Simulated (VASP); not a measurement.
A run of VASP 6.6.1:

The input INCAR:

```
AGGAC    = 1.0          
AGGAX    = 1.0          
ALDAC    = 0.0          
ALDAX    = 1.0          
ALGO     = Normal         # electronic algorithm
EDIFF    = 1E-6           # SCF threshold, eV
EDIFFG   = -0.005         # ionic threshold
ENCUT    = 600            # plane-wave cutoff, eV
GGA      = B5             # functional
IBRION   = 2              # ionic algorithm
ISIF     = 3              # what is computed and relaxed
ISMEAR   = 0              # smearing method
IVDW     = 12             # dispersion correction
LASPH    = T              # aspherical terms in the spheres
LCHARG   = F              # write CHGCAR
LREAL    = F              # projectors in reciprocal space
LWAVE    = F              # write WAVECAR
NELM     = 80             # most SCF steps
NSW      = 50             # ionic steps
PREC     = Accurate       # precision mode
SIGMA    = 0.01           # smearing width, eV
VDW_A1   = 0.4298       
VDW_A2   = 4.2359       
VDW_S6   = 1.0          
VDW_S8   = 2.6996
```

KPOINTS

```
k-points
0
Gamma
  5 5 3
```

POSCAR

```
MgS
1.0
    4.0346200000      0.0000000000      0.0000000000
   -2.0173100000      3.4940900000      0.0000000000
    0.0000000000      0.0000000000      6.4322900000
Mg S
2 2
Direct
    0.6666666667      0.3333333333      0.4957500000
    0.3333333333      0.6666666667      0.9957500000
    0.3333333333      0.6666666667      0.3792400000
    0.6666666667      0.3333333333      0.8792400000
```

Potentials or basis: VASP PAW PBE potentials, release 64 (Mg, S).

Launch:

```sh
$ cat potpaw_PBE.64/Mg/POTCAR potpaw_PBE.64/S/POTCAR > POTCAR
$ mpirun -np 1 vasp_std > vasp.out
```

Hardware: 1 thread of Intel Xeon 6975P-C, with other jobs on the host.

Q: Estimate the wall time of this run.

A: Wall time 3 min on 1 thread of Intel Xeon 6975P-C, with other jobs on the host, peak memory 0.24 GiB. Counts: scf iterations 55, k points 10, ion steps 9.
